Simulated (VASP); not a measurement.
# Ag (Fm-3m) in VASP: notebook

The runs below take Ag through single point, with r2SCAN.

Everything below comes from runs of VASP 6.6.1. Logs are shortened: lines on timing, memory, paths and dates and some standing lists are left out, and cuts for length are marked.

### 1 The cell of the first run

The structure is cubic, space group Fm-3m (No. 225). The conventional cell has a = 4.120 Å, b = 4.120 Å, c = 4.120 Å, α = 90.00°, β = 90.00°, γ = 90.00°. Ag (site symmetry m-3m) has 12 Ag at 2.91 Å within 3.8 Å.

### 2 Single point, r2SCAN

POSCAR

```
Ag
1.0
    0.0000000000      2.0598760700      2.0598760700
    2.0598760700      0.0000000000      2.0598760700
    2.0598760700      2.0598760700      0.0000000000
Ag
1
Direct
    0.0000000000      0.0000000000      0.0000000000
```

INCAR.step1

```
SYSTEM = Ag
ALGO = Normal
EDIFF = 1E-5
ENCUT = 550
GGA = PE
GGA_COMPAT = .FALSE.
ISMEAR = -1
LASPH = .TRUE.
LCHARG = .FALSE.
LREAL = .FALSE.
LWAVE = .TRUE.
NBANDS = 12
NELM = 120
PREC = Accurate
SIGMA = 0.113
```

INCAR.step2

```
SYSTEM = Ag
ALGO = Normal
EDIFF = 1E-6
ENCUT = 550
GGA_COMPAT = .FALSE.
ISIF = 2
ISMEAR = -1
ISTART = 1
LASPH = .TRUE.
LCHARG = .FALSE.
LMIXTAU = .TRUE.
LREAL = .FALSE.
LWAVE = .FALSE.
METAGGA = R2SCAN
NBANDS = 12
NELM = 120
PREC = Accurate
SIGMA = 0.113
```

KPOINTS

```
k-points
0
G
  7 7 7
  0 0 0
```

Potentials or basis: VASP PAW PBE potentials, release 64 (Ag).

On the command line:

```bash
$ cat potpaw_PBE.64/Ag/POTCAR > POTCAR
$ cp INCAR.step1 INCAR
$ mpirun -np 1 vasp_std > vasp.out
$ cp INCAR.step2 INCAR
$ mpirun -np 1 vasp_std > vasp.out
```

OUTCAR:

```text
SYSTEM = Ag
   EDIFF = 1E-6
   ENCUT = 550
   ISIF = 2
   ISMEAR = -1
   ISTART = 1
   LASPH = .TRUE.
   LREAL = .FALSE.
   METAGGA = R2SCAN
   NELM = 120
   PREC = Accurate

 ion  position               nearest neighbor table
   1  0.000  0.000  0.000-

  LATTYP: Found a face centered cubic cell.
 ALAT       =     4.1197521400

  Lattice vectors:

 A1 = (   0.0000000000,   2.0598760700,   2.0598760700)
 A2 = (   2.0598760700,   0.0000000000,   2.0598760700)
 A3 = (   2.0598760700,   2.0598760700,   0.0000000000)

Analysis of symmetry for initial positions (statically):
=====================================================================
 Subroutine PRICEL returns:
 Original cell was already a primitive cell.

 Routine SETGRP: Setting up the symmetry group for a
 face centered cubic supercell.

 Subroutine GETGRP returns: Found 48 space group operations
 (whereof 48 operations were pure point group operations)
 out of a pool of 48 trial point group operations.

The static configuration has the point symmetry O_h .

Analysis of symmetry for dynamics (positions and initial velocities):
=====================================================================
 Subroutine PRICEL returns:
 Original cell was already a primitive cell.

 Routine SETGRP: Setting up the symmetry group for a
 face centered cubic supercell.

 Subroutine GETGRP returns: Found 48 space group operations
 (whereof 48 operations were pure point group operations)
 out of a pool of 48 trial point group operations.

The dynamic configuration has the point symmetry O_h .

 Subroutine INISYM returns: Found 48 space group operations
 (whereof 48 operations are pure point group operations),
 and found     1 'primitive' translations

----------------------------------------------------------------------------------------

                                     Primitive cell

  volume of cell :      17.4805

  direct lattice vectors                    reciprocal lattice vectors
     0.000000000  2.059876070  2.059876070    -0.242733049  0.242733049  0.242733049
     2.059876070  0.000000000  2.059876070     0.242733049 -0.242733049  0.242733049
     2.059876070  2.059876070  0.000000000     0.242733049  0.242733049 -0.242733049

  length of vectors
     2.913104675  2.913104675  2.913104675     0.420425974  0.420425974  0.420425974

  position of ions in fractional coordinates (direct lattice)
     0.000000000  0.000000000  0.000000000

  ion indices of the primitive-cell ions
[... 75 lines left out ...]
   ISIF   =      2    stress and relaxation
   ISYM   =      2    0-nonsym 1-usesym 2-fastsym
   POTIM  = 0.5000    time-step for ionic-motion
   TEBEG  =    0.0;   TEEND  =   0.0 temperature during run
   PSTRESS=    0.0 pullay stress
   NELECT =      11.0000    total number of electrons
   NUPDOWN=      -1.0000    fix difference up-down
   EMIN   =  10.00;   EMAX   =-10.00  energy-range for DOS
   EFERMI =   0.00;   METHOD = LEGACY
   ISMEAR =    -1;   SIGMA  =   0.11  broadening in eV -4-tet -1-fermi 0-gaus
   EFERMI_NEDOS =   21; number of points for ismear=-14 and -15
   IALGO  =     38    algorithm
   IMIX   =      4    mixing-type and parameters
     AMIX     =   0.40;   BMIX     =  1.00
     AMIX_MAG =   1.60;   BMIX_MAG =  1.00
  volume/ion in A,a.u.               =      17.48       117.96
  Fermi-wavevector in a.u.,A,eV,Ry     =   1.402883  2.651064 26.777345  1.968079
  Thomas-Fermi vector in A             =   2.525600
   LORBIT       =      0    0 simple, 1 ext, 2 COOP (PROOUT), +10 PAW based schemes
   METAGGA = R2SCAN    functional components
   LHFCALC =     F    Hartree Fock is set to
   AEXX    =    0.0000 exact exchange contribution
   IVDW    =     0    specifies the selected vdW correction
   LEPSILON=     F    determine dielectric tensor
   LRPA    =     F    only Hartree local field effects (RPA)
 non-spin polarized calculation
  energy-cutoff  :      550.00
  volume of cell :       17.48
 maximum number of plane-waves:       531
 NGX is ok and might be reduce to    24
   NGX = 11   NGY = 11   NGZ = 11

 number of electron      10.9999999 magnetization

 Free energy of the ion-electron system (eV)
  ---------------------------------------------------
  ext. energy  EPLUGINS =         0.00000000
  ---------------------------------------------------
  free energy    TOTEN  =       -21.41072214 eV

  energy without entropy =      -21.40650314  energy(sigma->0) =      -21.40861264

 E-fermi :   8.5154     XC(G=0): -12.7952

 val. band max:        7.4227874989   @ k =   0.4286   0.2857   0.0000
 cond. band min:       8.5910181278   @ k =   0.4286   0.4286   0.0000
 fundamental gap:      1.1682306289
 Fermi energy:         8.5153513471

 k-point     1 :       0.0000    0.0000    0.0000
  band No.  band energies     occupation
      1       0.3211      2.00000
      2       3.0424      2.00000
      3       3.0424      2.00000
      4       3.0424      2.00000
      5       4.0400      2.00000
      6       4.0400      2.00000
      7      24.6706      0.00000
      8      28.2524      0.00000
      9      28.2524      0.00000
     10      28.2524      0.00000
     11      33.1740      0.00000
     12      34.0416      0.00000
[... 271 lines left out ...]
 k-point    20 :      -0.2857    0.4286    0.1429
  band No.  band energies     occupation
      1       2.1823      2.00000
      2       2.5471      2.00000
      3       3.1322      2.00000
      4       4.0796      2.00000
      5       4.8899      2.00000
      6      12.9780      0.00000
      7      13.6400      0.00000
      8      15.5740      0.00000
      9      18.6733      0.00000
     10      28.6222      0.00000
     11      32.8746      0.00000
     12      34.1996      0.00000

------------------------ aborting loop because EDIFF is reached ----------------------------------------

  FORCE on cell =-STRESS in cart. coord.  units (eV):
  Direction    XX          YY          ZZ          XY          YZ          ZX
  --------------------------------------------------------------------------------------
  -------------------------------------------------------------------------------------
  Total       -0.1606675     -0.1606675     -0.1606675     -0.0000000     -0.0000000      0.0000000
  in kB      -14.7260186    -14.7260186    -14.7260186     -0.0000000     -0.0000000      0.0000000
  external PRESSURE =     -14.7260186 kB  Pullay stress =       0.0000000 kB

 VOLUME and BASIS-vectors are now :
 -----------------------------------------------------------------------------
  energy-cutoff  :      550.00
  volume of cell :       17.48
      direct lattice vectors                 reciprocal lattice vectors
     0.000000000  2.059876070  2.059876070    -0.242733049  0.242733049  0.242733049
     2.059876070  0.000000000  2.059876070     0.242733049 -0.242733049  0.242733049
     2.059876070  2.059876070  0.000000000     0.242733049  0.242733049 -0.242733049

 POSITION                                       TOTAL-FORCE (eV/Angst)
 -----------------------------------------------------------------------------------
      0.00000      0.00000      0.00000        -0.000000      0.000000     -0.000000
 -----------------------------------------------------------------------------------
    total drift:                               -0.000000      0.000000     -0.000000

  FREE ENERGIE OF THE ION-ELECTRON SYSTEM (eV)
  ---------------------------------------------------
  free  energy   TOTEN  =       -21.4107221400 eV

  energy  without entropy=      -21.4065031360  energy(sigma->0) =      -21.40861264
```

OUTCAR.step1:

```text
SYSTEM = Ag
   EDIFF = 1E-5
   ENCUT = 550
   GGA = PE
   ISMEAR = -1
   LASPH = .TRUE.
   LREAL = .FALSE.
[... 509 lines left out ...]
 -----------------------------------------------------------------------------------
      0.00000      0.00000      0.00000         0.000000     -0.000000      0.000000
 -----------------------------------------------------------------------------------
    total drift:                               -0.000000      0.000000     -0.000000

  FREE ENERGIE OF THE ION-ELECTRON SYSTEM (eV)
  ---------------------------------------------------
  free  energy   TOTEN  =        -2.7676064396 eV

  energy  without entropy=       -2.7634703248  energy(sigma->0) =       -2.76553838
```

OSZICAR.step1:

```text
N       E                     dE             d eps       ncg     rms          rms(c)
DAV:   1     0.555503736560E+02    0.55550E+02   -0.56804E+03   480   0.860E+02
DAV:   2    -0.207737433026E+01   -0.57628E+02   -0.53950E+02   560   0.200E+02
DAV:   3    -0.301149876004E+01   -0.93412E+00   -0.93360E+00   548   0.272E+01
DAV:   4    -0.301410250291E+01   -0.26037E-02   -0.26037E-02   572   0.152E+00
DAV:   5    -0.301412294574E+01   -0.20443E-04   -0.20444E-04   564   0.122E-01    0.484E+00
DAV:   6    -0.277765090774E+01    0.23647E+00   -0.93195E-01   536   0.862E+00    0.314E+00
DAV:   7    -0.277024912632E+01    0.74018E-02   -0.96424E-03   544   0.930E-01    0.179E+00
DAV:   8    -0.276760081411E+01    0.26483E-02   -0.70341E-04   532   0.205E-01    0.927E-02
DAV:   9    -0.276760643962E+01   -0.56255E-05   -0.83669E-06   504   0.214E-02
   1 F= -.27676064E+01 E0= -.27655384E+01  d E =-.413611E-02
```

Run time: 49 s. Hardware: 1 thread of Intel Xeon 8259CL, shared host; peak memory 0.15 GiB.

Results:

| Quantity | Value |
| --- | --- |
| Free energy | -21.4107 eV |
| Pressure | -1.5 GPa |

Caveat: the k points lie up to 0.38 Å⁻¹ apart; the PAW data sets were made with another functional, which shifts forces and pressure a little.

### 3 Single point, r2SCAN

POSCAR is that of step 2.

INCAR.step1

```
  PREC = Accurate
  ENCUT = 550
  ISMEAR = -1
  SIGMA = 0.113
  LREAL = False
  LASPH = True
  NELM = 120
  NBANDS = 12
  GGA = PE
  ALGO = Normal
  EDIFF = 1E-5
  LWAVE = True
  LCHARG = False
  GGA_COMPAT = False
```

INCAR.step2

```
  PREC = Accurate
  ENCUT = 550
  EDIFF = 1E-6
  ISMEAR = -1
  SIGMA = 0.113
  LREAL = False
  LASPH = True
  NELM = 120
  ALGO = Normal
  ISIF = 2
  LWAVE = False
  LCHARG = False
  METAGGA = R2SCAN
  LMIXTAU = True
  NBANDS = 12
  ISTART = 1
  GGA_COMPAT = False
```

KPOINTS

```
Automatic mesh
0
Gamma
  7 7 7
```

Potentials or basis: VASP PAW PBE potentials, release 64 (Ag).

On the command line:

```bash
$ cat potpaw_PBE.64/Ag/POTCAR > POTCAR
$ cp INCAR.step1 INCAR
$ mpirun -np 1 vasp_std > vasp.out
$ cp INCAR.step2 INCAR
$ mpirun -np 1 vasp_std > vasp.out
```

OUTCAR:

```text
PREC = Accurate
   ENCUT = 550
   EDIFF = 1E-6
   ISMEAR = -1
   LREAL = False
   LASPH = True
   NELM = 120
   ISIF = 2
   METAGGA = R2SCAN
   ISTART = 1

 ion  position               nearest neighbor table
   1  0.000  0.000  0.000-

  LATTYP: Found a face centered cubic cell.
 ALAT       =     4.1197521400

  Lattice vectors:

 A1 = (   0.0000000000,   2.0598760700,   2.0598760700)
 A2 = (   2.0598760700,   0.0000000000,   2.0598760700)
[... 471 lines left out ...]
      9      18.6733      0.00000
     10      28.6222      0.00000
     11      32.8746      0.00000
     12      34.1996      0.00000

------------------------ aborting loop because EDIFF is reached ----------------------------------------

  FORCE on cell =-STRESS in cart. coord.  units (eV):
  Direction    XX          YY          ZZ          XY          YZ          ZX
  --------------------------------------------------------------------------------------
  -------------------------------------------------------------------------------------
  Total       -0.1606675     -0.1606675     -0.1606675     -0.0000000     -0.0000000      0.0000000
  in kB      -14.7260186    -14.7260186    -14.7260186     -0.0000000     -0.0000000      0.0000000
  external PRESSURE =     -14.7260186 kB  Pullay stress =       0.0000000 kB

 VOLUME and BASIS-vectors are now :
 -----------------------------------------------------------------------------
  energy-cutoff  :      550.00
  volume of cell :       17.48
      direct lattice vectors                 reciprocal lattice vectors
     0.000000000  2.059876070  2.059876070    -0.242733049  0.242733049  0.242733049
     2.059876070  0.000000000  2.059876070     0.242733049 -0.242733049  0.242733049
     2.059876070  2.059876070  0.000000000     0.242733049  0.242733049 -0.242733049

 POSITION                                       TOTAL-FORCE (eV/Angst)
 -----------------------------------------------------------------------------------
      0.00000      0.00000      0.00000        -0.000000      0.000000     -0.000000
 -----------------------------------------------------------------------------------
    total drift:                               -0.000000      0.000000     -0.000000

  FREE ENERGIE OF THE ION-ELECTRON SYSTEM (eV)
  ---------------------------------------------------
  free  energy   TOTEN  =       -21.4107221400 eV

  energy  without entropy=      -21.4065031360  energy(sigma->0) =      -21.40861264
```

OSZICAR.step1:

```text
N       E                     dE             d eps       ncg     rms          rms(c)
DAV:   1     0.555503736560E+02    0.55550E+02   -0.56804E+03   480   0.860E+02
DAV:   2    -0.207737433026E+01   -0.57628E+02   -0.53950E+02   560   0.200E+02
DAV:   3    -0.301149876004E+01   -0.93412E+00   -0.93360E+00   548   0.272E+01
DAV:   4    -0.301410250291E+01   -0.26037E-02   -0.26037E-02   572   0.152E+00
DAV:   5    -0.301412294574E+01   -0.20443E-04   -0.20444E-04   564   0.122E-01    0.484E+00
DAV:   6    -0.277765090774E+01    0.23647E+00   -0.93195E-01   536   0.862E+00    0.314E+00
DAV:   7    -0.277024912632E+01    0.74018E-02   -0.96424E-03   544   0.930E-01    0.179E+00
DAV:   8    -0.276760081411E+01    0.26483E-02   -0.70341E-04   532   0.205E-01    0.927E-02
DAV:   9    -0.276760643962E+01   -0.56255E-05   -0.83669E-06   504   0.214E-02
   1 F= -.27676064E+01 E0= -.27655384E+01  d E =-.413611E-02
```

It took 55 s on 1 thread of Intel Xeon 8259CL, shared host; peak memory 0.14 GiB.

What came out:

```
Free energy : -21.4107 eV
Pressure    : -1.5 GPa
```

Caveat: the k points lie up to 0.38 Å⁻¹ apart; the PAW data sets were made with another functional, which shifts forces and pressure a little.
